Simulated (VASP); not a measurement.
# AlP (F-43m) in VASP: G0W0 quasiparticle levels with PBE

Aim: the G0W0 quasiparticle levels of AlP with PBE.

Program: VASP 6.6.1. These are calculated values, not measurements. Logs are shortened: lines on timing, memory, paths and dates and some standing lists are left out, and cuts for length are marked.

### Step 1. The cell of the first run

It takes space group F-43m (No. 216, cubic). Conventional cell: a = 5.479 Å, b = 5.479 Å, c = 5.479 Å, α = 90.00°, β = 90.00°, γ = 90.00°. Within 3.1 Å of Al (site symmetry -43m) lie 4 P at 2.37 Å. Within 3.1 Å of P (site symmetry -43m) lie 4 Al at 2.37 Å.

### Step 2. G0W0 quasiparticle levels, PBE

Contents of POSCAR:

```
AlP
1.0
    0.0000000000      2.7392607946      2.7392607946
    2.7392607946      0.0000000000      2.7392607946
    2.7392607946      2.7392607946      0.0000000000
Al P
1 1
Direct
    0.0000000000      0.0000000000      0.0000000000
    0.2500000000      0.2500000000      0.2500000000
```

Contents of INCAR.step1:

```
PREC = Accurate ; ENCUT = 500
EDIFF = 1E-8 ; ISMEAR = 0
SIGMA = 0.01 ; LREAL = False
LASPH = True ; NELM = 100
ALGO = Normal ; LWAVE = True
LCHARG = False ; GGA = PE
```

Contents of INCAR.step2:

```
PREC = Accurate ; ENCUT = 500
EDIFF = 1E-8 ; ISMEAR = 0
SIGMA = 0.01 ; LREAL = False
LASPH = True ; NELM = 1
ALGO = Exact ; LWAVE = True
LCHARG = False ; GGA = PE
NBANDS = 34 ; LOPTICS = True
ISTART = 1
```

Contents of INCAR.step3:

```
PREC = Accurate ; ENCUT = 500
EDIFF = 1E-8 ; ISMEAR = 0
SIGMA = 0.01 ; LREAL = False
LASPH = True ; ALGO = EVGW0
LWAVE = False ; LCHARG = False
GGA = PE ; NELMGW = 1
NBANDS = 34 ; ENCUTGW = 60
NOMEGA = 48 ; PRECFOCK = Fast
ISTART = 1 ; NBANDSGW = 12
```

Contents of KPOINTS:

```
Automatic mesh
0
Gamma
  4 4 4
```

Potentials or basis: VASP PAW PBE potentials, release 64 (Al_GW, P_GW).

Started as:

```bash
> cat potpaw_PBE.64/Al_GW/POTCAR potpaw_PBE.64/P_GW/POTCAR > POTCAR
> cp INCAR.step1 INCAR
> mpirun -np 1 vasp_std > vasp.out
> cp INCAR.step2 INCAR
> mpirun -np 1 vasp_std > vasp.out
> cp INCAR.step3 INCAR
> mpirun -np 1 vasp_std > vasp.out
```

OUTCAR:

```text
PREC = Accurate
   ENCUT = 500
   EDIFF = 1E-8
   ISMEAR = 0
   LREAL = False
   LASPH = True
   GGA = PE
   NELMGW = 1
   ENCUTGW = 60
   PRECFOCK = Fast
   ISTART = 1

 ion  position               nearest neighbor table
   1  0.000  0.000  0.000-   2 2.37   2 2.37   2 2.37   2 2.37
   2  0.250  0.250  0.250-   1 2.37   1 2.37   1 2.37   1 2.37

  LATTYP: Found a face centered cubic cell.
 ALAT       =     5.4785215892

  Lattice vectors:

 A1 = (   0.0000000000,   2.7392607946,   2.7392607946)
 A2 = (   2.7392607946,   0.0000000000,   2.7392607946)
 A3 = (   2.7392607946,   2.7392607946,   0.0000000000)

Analysis of symmetry for initial positions (statically):
=====================================================================
 Subroutine PRICEL returns:
 Original cell was already a primitive cell.

 Routine SETGRP: Setting up the symmetry group for a
 face centered cubic supercell.

 Subroutine GETGRP returns: Found 24 space group operations
 (whereof 24 operations were pure point group operations)
 out of a pool of 48 trial point group operations.

The static configuration has the point symmetry T_d .

Analysis of symmetry for dynamics (positions and initial velocities):
=====================================================================
 Subroutine PRICEL returns:
 Original cell was already a primitive cell.

 Routine SETGRP: Setting up the symmetry group for a
 face centered cubic supercell.

 Subroutine GETGRP returns: Found 24 space group operations
 (whereof 24 operations were pure point group operations)
 out of a pool of 48 trial point group operations.

The dynamic configuration has the point symmetry T_d .

 Subroutine INISYM returns: Found 24 space group operations
 (whereof 24 operations are pure point group operations),
 and found     1 'primitive' translations

----------------------------------------------------------------------------------------

[... 72 lines left out ...]
   LASPH  =      T    aspherical Exc in radial PAW
   ENCUT  =  500.0 eV  36.75 Ry    6.06 a.u.   7.06  7.06  7.06*2*pi/ulx,y,z
   NELM   =     60;   NELMIN=  2; NELMDL=  0     # of ELM steps
   EDIFF  = 0.1E-07   stopping-criterion for ELM
   LREAL  =      F    real-space projection
   EDIFFG = 0.1E-06   stopping-criterion for IOM
   NSW    =      0    number of steps for IOM
   IBRION =     -1    ionic relax: 0-MD 1-quasi-New 2-CG
   NFREE  =      0    steps in history (QN), initial steepest desc. (CG)
   ISIF   =      0    stress and relaxation
   ISYM   =      3    0-nonsym 1-usesym 2-fastsym
   POTIM  = 0.5000    time-step for ionic-motion
   TEBEG  =    0.0;   TEEND  =   0.0 temperature during run
   PSTRESS=    0.0 pullay stress
   NELECT =       8.0000    total number of electrons
   NUPDOWN=      -1.0000    fix difference up-down
   EMIN   =  10.00;   EMAX   =-10.00  energy-range for DOS
   EFERMI =   0.00;   METHOD = LEGACY
   ISMEAR =     0;   SIGMA  =   0.01  broadening in eV -4-tet -1-fermi 0-gaus
   EFERMI_NEDOS =   21; number of points for ismear=-14 and -15
   IALGO  =     38    algorithm
   IMIX   =      4    mixing-type and parameters
     AMIX     =   0.40;   BMIX     =  1.00
     AMIX_MAG =   1.60;   BMIX_MAG =  1.00
  volume/ion in A,a.u.               =      20.55       138.71
  Fermi-wavevector in a.u.,A,eV,Ry     =   0.948698  1.792780 12.245630  0.900028
  Thomas-Fermi vector in A             =   2.076911
   LORBIT       =      0    0 simple, 1 ext, 2 COOP (PROOUT), +10 PAW based schemes
   GGA     = PE    functional components
   LHFCALC =     T    Hartree Fock is set to
   PRECFOCK=fast      Normal, Fast or Accurate (Low or Medium for compatibility)
   ENCUT4O =  -1.0   cutoff for four orbital integrals eV
   NKREDX  =     1    reduce k-point grid by
   NKREDY  =     1    reduce k-point grid by
   NKREDZ  =     1    reduce k-point grid by
   AEXX    =    1.0000 exact exchange contribution
   HFSCREEN=    0.0000 screening length (either q_TF or 0.3 A-1)
   HFSCREENC=   0.0000 screening length for correlation (either q_TF or 0.3 A-1)
   ENCUTFOCK=  -1.0 apply spherical cutoff to Coloumb kernel
   IVDW    =     0    specifies the selected vdW correction
   LEPSILON=     F    determine dielectric tensor
   LRPA    =     F    only Hartree local field effects (RPA)
   LRPAFORCE           =     F    calculate RPA forces
   ENCUTGW             =  60.0    cutoff for response function in eV
   ENCUTGWSOFT         =  48.0    soft cutoff for Coulomb kernel in GW response function in eV
   ENCUTLF             =  -1.0    cutoff for local field effects
   NELMGW              =     1    number of iterations in solving QP/BSE equation
   NELMHF              =     1    number of iterations in the inner HF iteration
   NKREDLFX            =     1    NKREDLFY  =   1   NKREDLFZ  =   1
 non-spin polarized calculation
 Gauss-broadening in eV      SIGMA  =   0.01
  energy-cutoff  :      500.00
  volume of cell :       41.11
 maximum number of plane-waves:      1056
  NGX = 16; NGY = 16; NGZ = 16
   NGX = 15   NGY = 15   NGZ = 15
 maximum number of plane-waves:        51
 NGX is ok and might be reduce to    10

 QP shifts <psi_nk| G(iteration)W_0 |psi_nk>: iteration 1
 for sc-GW calculations column KS-energies equals QP-energies in previous step
 and V_xc(KS)=  KS-energies - (<T + V_ion + V_H > + <T+V_H+V_ion>^1  + <V_x>^1)

 k-point   1 :       0.0000    0.0000    0.0000
  band No.  KS-energies  QP-energies   sigma(KS)   V_xc(KS)     V^pw_x(r,r')   Z            occupation Imag(sigma)

      1      -7.6372      -7.8890     -11.4359     -11.0602     -18.3774       0.6704       2.0000       1.3016
      2       3.8176       3.6734     -12.1298     -11.9416     -14.1310       0.7657       2.0000       0.0690
      3       3.8176       3.6734     -12.1298     -11.9416     -14.1310       0.7657       2.0000       0.0690
      4       3.8176       3.6734     -12.1298     -11.9416     -14.1310       0.7657       2.0000       0.0690
      5       7.0245       7.6948      -9.2575     -10.1258      -5.4788       0.7720       0.0000      -0.0908
      6       8.3374       9.0180      -8.7243      -9.6196      -4.8139       0.7602       0.0000      -0.0970
      7       8.3374       9.0180      -8.7243      -9.6196      -4.8139       0.7602       0.0000      -0.0970
      8       8.3374       9.0180      -8.7243      -9.6196      -4.8139       0.7602       0.0000      -0.0970
      9      12.5969      13.4319      -8.7776      -9.8946      -4.1349       0.7476       0.0000      -0.2063
     10      12.5969      13.4319      -8.7776      -9.8946      -4.1349       0.7476       0.0000      -0.2063
     11      14.0218      14.2635      -7.4102      -7.7313      -2.2584       0.7530       0.0000      -0.3649
     12      16.0188      16.3201      -7.5862      -7.9850      -2.0791       0.7557       0.0000      -0.6182
[... 100 lines left out ...]
      1      -5.2716      -5.3163     -12.2415     -12.1773     -18.5356       0.6956       2.0000       0.8819
      2      -1.0944      -1.4838     -10.9823     -10.4299     -14.5903       0.7049       2.0000       0.2269
      3       0.6733       0.2517     -10.9381     -10.3637     -13.6706       0.7338       2.0000       0.1281
      4       1.0235       0.6353     -10.7823     -10.2583     -13.2708       0.7408       2.0000       0.1120
      5       8.1268       8.6179      -8.7937      -9.4347      -5.0660       0.7661       0.0000      -0.0966
      6       9.6918      10.5275      -9.4772     -10.5930      -5.2188       0.7490       0.0000      -0.1353
      7       9.9365      10.5214      -8.5421      -9.3113      -4.4500       0.7603       0.0000      -0.1260
      8      10.1374      10.7185      -8.4537      -9.2286      -3.8787       0.7499       0.0000      -0.1643
      9      15.0033      15.6210      -9.1368      -9.9856      -3.3696       0.7278       0.0000      -0.5243
     10      15.6447      16.6930      -9.7070     -11.1264      -4.2830       0.7386       0.0000      -0.5065
     11      17.0399      17.6688      -8.9227      -9.7609      -3.1705       0.7502       0.0000      -0.7082
     12      17.8906      18.8664      -9.3767     -10.6976      -3.6356       0.7388       0.0000      -0.7243
```

OUTCAR.step1:

```text
PREC = Accurate
   ENCUT = 500
   EDIFF = 1E-8
   ISMEAR = 0
   LREAL = False
[... 290 lines left out ...]
      0.00000      0.00000      0.00000         0.000000     -0.000000     -0.000000
      1.36963      1.36963      1.36963        -0.000000      0.000000      0.000000
 -----------------------------------------------------------------------------------
    total drift:                               -0.000001     -0.000001     -0.000001

  FREE ENERGIE OF THE ION-ELECTRON SYSTEM (eV)
  ---------------------------------------------------
  free  energy   TOTEN  =       -10.2827727940 eV

  energy  without entropy=      -10.2827727940  energy(sigma->0) =      -10.28277279
```

OUTCAR.step2:

```text
PREC = Accurate
   ENCUT = 500
   EDIFF = 1E-8
   ISMEAR = 0
   LREAL = False
[... 688 lines left out ...]
     0.00000    12.31532    12.31532    12.31532     0.00000     0.00000    -0.00000
     0.63544    12.57340    12.57340    12.57340     0.00000     0.00000    -0.00000
     1.27088    13.44483    13.44483    13.44483     0.00000     0.00000    -0.00000
     1.90633    15.29682    15.29682    15.29682     0.00000     0.00000    -0.00000
     2.54177    19.41996    19.41996    19.41996     0.00000     0.00000    -0.00000
     3.17721    30.23257    30.23257    30.23257     0.00000     0.00000    -0.00000
[... 92 lines left out ...]
    62.27335     0.92666     0.92666     0.92666    -0.00000    -0.00000     0.00000
    62.90879     0.92818     0.92818     0.92818    -0.00000    -0.00000     0.00000
```

It took 47 s on 1 thread of Intel Xeon 6975P-C (Granite Rapids), shared host; peak memory 0.37 GiB.

Results:

```
Band gap on the k mesh, mean-field level : 1.58 eV, indirect (least direct gap 3.21 eV)
Quasiparticle gap                        : 2.04 eV
Least direct quasiparticle gap           : 4.02 eV
```

Caveat: the k points lie up to 0.50 Å⁻¹ apart; bands, screening cutoff and mesh are small and nothing is extrapolated, so the quasiparticle values aren't converged.
